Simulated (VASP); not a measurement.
A run of VASP 6.6.1 is set up as follows.

Contents of INCAR:

```
PREC = Accurate ; ENCUT = 520
EDIFF = 1E-6 ; ISMEAR = 0
SIGMA = 0.1 ; LREAL = False
LASPH = True ; NELM = 80
ALGO = Normal ; ISIF = 2
LWAVE = False ; LCHARG = True
GGA = PS ; LELF = True
LVHAR = True ; NBANDS = 32
```

The input KPOINTS:

```
regular mesh
0
Gamma
  6 6 6
```

File POSCAR:

```
Bi2TeSe2
1.0
    2.1014024962      1.2132452968      9.7495035306
   -2.1014024962      1.2132452968      9.7495035306
    0.0000000000     -2.4264905937      9.7495035306
Bi Te Se
2 1 2
Direct
    0.4054823455      0.4054823455      0.4054823455
    0.5945176545      0.5945176545      0.5945176545
    0.0000000000      0.0000000000      0.0000000000
    0.2088121313      0.2088121313      0.2088121313
    0.7911878687      0.7911878687      0.7911878687
```

Potentials or basis: VASP PAW PBE potentials, release 64 (Bi_d, Te, Se).

The run is started by

```sh
$ cat potpaw_PBE.64/Bi_d/POTCAR potpaw_PBE.64/Te/POTCAR potpaw_PBE.64/Se/POTCAR > POTCAR
$ mpirun -np 1 vasp_std > vasp.out
```

(1) What does it give for the band gap on the k mesh?

(2) Estimate the largest force.

Results:

(1) 0.53 eV.

(2) 0.015 eV/Å.

Caveat: the PAW data sets were made with another functional, which shifts forces and pressure a little; spin-orbit coupling is left out, which moves the levels of the heavy elements.
